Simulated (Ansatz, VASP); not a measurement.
One calculation of Ti5Si3, two programs

Contents of INCAR:

```
PREC = Accurate
ENCUT = 520
EDIFF = 1E-6
ISMEAR = 0
SIGMA = 0.1
LREAL = Auto
LASPH = T
NELM = 80
ALGO = Fast
ISIF = 2
LWAVE = F
LCHARG = F
NBANDS = 86
```

KPOINTS

```
regular mesh
0
Gamma
  6 6 8
```

File POSCAR:

```
Ti5Si3
1.0
    7.3455799388      0.0000000000      0.0000000000
   -3.6727899694      6.3614588326      0.0000000000
    0.0000000000      0.0000000000      5.0175439302
Ti Si
10 6
Direct
    0.3333333333      0.6666666667      0.0000000000
    0.6666666667      0.3333333333      0.5000000000
    0.6666666667      0.3333333333      0.0000000000
    0.3333333333      0.6666666667      0.5000000000
    0.2493130638      0.0000000000      0.2500000000
    0.2493130638      0.2493130638      0.7500000000
    0.0000000000      0.2493130638      0.2500000000
    0.7506869362      0.0000000000      0.7500000000
    0.7506869362      0.7506869362      0.2500000000
    0.0000000000      0.7506869362      0.7500000000
    0.6078725469      0.0000000000      0.2500000000
    0.6078725469      0.6078725469      0.7500000000
    0.0000000000      0.6078725469      0.2500000000
    0.3921274531      0.0000000000      0.7500000000
    0.3921274531      0.3921274531      0.2500000000
    0.0000000000      0.3921274531      0.7500000000
```

Input for Ansatz:

```yaml
crystal:
  lattice:
    - [7.3455799388, 0.0, 0.0]
    - [-3.6727899694, 6.3614588326, 0.0]
    - [0.0, 0.0, 5.0175439302]
  atoms:
    - { symbol: Ti, position: [0.3333333333, 0.6666666667, 0.0] }
    - { symbol: Ti, position: [0.6666666667, 0.3333333333, 0.5] }
    - { symbol: Ti, position: [0.6666666667, 0.3333333333, 0.0] }
    - { symbol: Ti, position: [0.3333333333, 0.6666666667, 0.5] }
    - { symbol: Ti, position: [0.2493130638, 0.0, 0.25] }
    - { symbol: Ti, position: [0.2493130638, 0.2493130638, 0.75] }
    - { symbol: Ti, position: [0.0, 0.2493130638, 0.25] }
    - { symbol: Ti, position: [0.7506869362, 0.0, 0.75] }
    - { symbol: Ti, position: [0.7506869362, 0.7506869362, 0.25] }
    - { symbol: Ti, position: [0.0, 0.7506869362, 0.75] }
    - { symbol: Si, position: [0.6078725469, 0.0, 0.25] }
    - { symbol: Si, position: [0.6078725469, 0.6078725469, 0.75] }
    - { symbol: Si, position: [0.0, 0.6078725469, 0.25] }
    - { symbol: Si, position: [0.3921274531, 0.0, 0.75] }
    - { symbol: Si, position: [0.3921274531, 0.3921274531, 0.25] }
    - { symbol: Si, position: [0.0, 0.3921274531, 0.75] }
basis:
  ecutwfc: 420
kpoints:
  mp_grid: { grid: [6, 6, 8] }
  band_path:
    path:
      - [[0.0, 0.0, 0.0], [0.5, 0.0, 0.0], [0.33333333, 0.33333333, 0.0], [0.0, 0.0, 0.0], [0.0, 0.0, 0.5], [0.5, 0.0, 0.5], [0.33333333, 0.33333333, 0.5], [0.0, 0.0, 0.5]]
      - [[0.5, 0.0, 0.5], [0.5, 0.0, 0.0]]
      - [[0.33333333, 0.33333333, 0.5], [0.33333333, 0.33333333, 0.0]]
    npoints: 10
hamiltonian:
  xc: lda
scf:
  occupations: { method: gaussian, width: 0.1 }
  n_extra_bands: 40
output:
  forces: true
  stress: true
  eigenvalues: true
  populations: true
  dos: { projected: true, de: 0.02, nscf_kmesh: { grid: [9, 9, 12] } }
  bader: false
  write_density: true
  write_potential: true
  elf: true
  volumetric_format: npy
```

Alike in both runs: task single point; functional LDA; k mesh 6 × 6 × 8; occupations gaussian, width 0.1 eV; no spin polarisation.

|  | VASP | Ansatz |
| --- | --- | --- |
| version | VASP 6.6.1 | Ansatz 0.2.0 |
| potentials or method | VASP PAW LDA potentials, release 64 (Ti_sv, Si), cutoff 520 eV | scalar-relativistic, plane waves, PAW |
| valence electrons in the cell | 144 | 144 |

Ansatz gave:

```
gap on the k mesh at the Fermi level (eV) : none
pressure (GPa)                            : 0.0
rms of the force components (eV/Å)        : 0.000
```

Problem. What did VASP give for the same quantities?

Solution. gap on the k mesh at the Fermi level (eV): none; pressure (GPa): 0.3; rms of the force components (eV/Å): 0.008.

LDA's correlation is that of Perdew and Zunger in VASP and of Perdew and Wang (1992) in Ansatz. Atom by atom the forces differ by 0.008 eV/Å (rms over components). A gap of «none» marks a metal or a gap that the smearing closes.
